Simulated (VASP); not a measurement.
A run of VASP 6.6.1:

The input POSCAR:

```
BaF2
1.0
    0.0000000000      3.0341318118      3.0341318118
    3.0341318118      0.0000000000      3.0341318118
    3.0341318118      3.0341318118      0.0000000000
Ba F
1 2
Direct
    0.0000000000      0.0000000000      0.0000000000
    0.2500000000      0.2500000000      0.2500000000
    0.7500000000      0.7500000000      0.7500000000
```

INCAR.step1

```
PREC = Accurate
ENCUT = 660
ISMEAR = 0
SIGMA = 0.02
LREAL = F
LASPH = T
NELM = 120
NBANDS = 19
GGA = PE
ALGO = Normal
EDIFF = 1E-5
LWAVE = T
LCHARG = F
GGA_COMPAT = F
```

File INCAR.step2:

```
PREC = Accurate
ENCUT = 660
EDIFF = 1E-6
ISMEAR = 0
SIGMA = 0.02
LREAL = F
LASPH = T
NELM = 120
ALGO = Normal
ISIF = 2
LWAVE = F
LCHARG = F
METAGGA = R2SCAN
LMIXTAU = T
NBANDS = 19
ISTART = 1
GGA_COMPAT = F
```

Contents of KPOINTS:

```
Automatic mesh
0
Gamma
  6 6 6
```

Potentials or basis: VASP PAW PBE potentials, release 64 (Ba_sv, F).

Command:

```sh
$ cat potpaw_PBE.64/Ba_sv/POTCAR potpaw_PBE.64/F/POTCAR > POTCAR
$ cp INCAR.step1 INCAR
$ mpirun -np 1 vasp_std > vasp.out
$ cp INCAR.step2 INCAR
$ mpirun -np 1 vasp_std > vasp.out
```

Hardware: 1 thread of Intel(R) Xeon(R) 6975P-C (Granite Rapids) (shared host).

Problem. Estimate the wall time of this run.

Solution. Run time: 42 s on 1 thread of Intel(R) Xeon(R) 6975P-C (Granite Rapids), with other jobs on the host, peak memory 0.22 GiB. Counts: k points 16.
